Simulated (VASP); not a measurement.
Write the native input for VASP 6.6.1 that does the following.

| Property | Result |
| --- | --- |
| Task | single point |
| Functional | PBE |
| Potentials or basis | VASP PAW PBE potentials, release 64 (I, Cu) |
| Cutoff | 520 eV |
| k mesh | 6 × 6 × 6 |
| Occupations | fermi-dirac, width 0.05 eV |
| Spin | no spin polarisation |
| Dipole correction | no |
| Further INCAR settings | ALGO = Normal; EDIFF = 1e-07; NBANDS = 16 |

The structure of CuI (Marshite) lies in POSCAR:

```
CuI
1.0
    0.0000000000      3.0315000000      3.0315000000
    3.0315000000      0.0000000000      3.0315000000
    3.0315000000      3.0315000000      0.0000000000
I Cu
1 1
Direct
    0.0000000000      0.0000000000      0.0000000000
    0.7500000000      0.7500000000      0.7500000000
```

These files were run (other wordings do the same):

INCAR

```
ALGO = Normal
EDIFF = 1E-7
ENCUT = 520
GGA = PE
ISIF = 2
ISMEAR = -1
LASPH = True
LCHARG = False
LREAL = False
LWAVE = False
NBANDS = 16
NELM = 80
PREC = Accurate
SIGMA = 0.05
```

KPOINTS

```
k-points
0
Gamma
  6 6 6
```

Potentials or basis: VASP PAW PBE potentials, release 64 (I, Cu).

The run is started by

```bash
$ cat potpaw_PBE.64/I/POTCAR potpaw_PBE.64/Cu/POTCAR > POTCAR
$ mpirun -np 1 vasp_std > vasp.out
```

It gave:

```json
{"Pressure": "0.4 GPa", "Band gap on the k mesh": "1.14 eV, direct"}
```

Caveat: spin-orbit coupling is left out, which moves the levels of the heavy elements.

Wall time 8.9 s on 1 thread of Intel(R) Xeon(R) 6975P-C (Granite Rapids), on a shared host, peak memory 0.17 GiB.
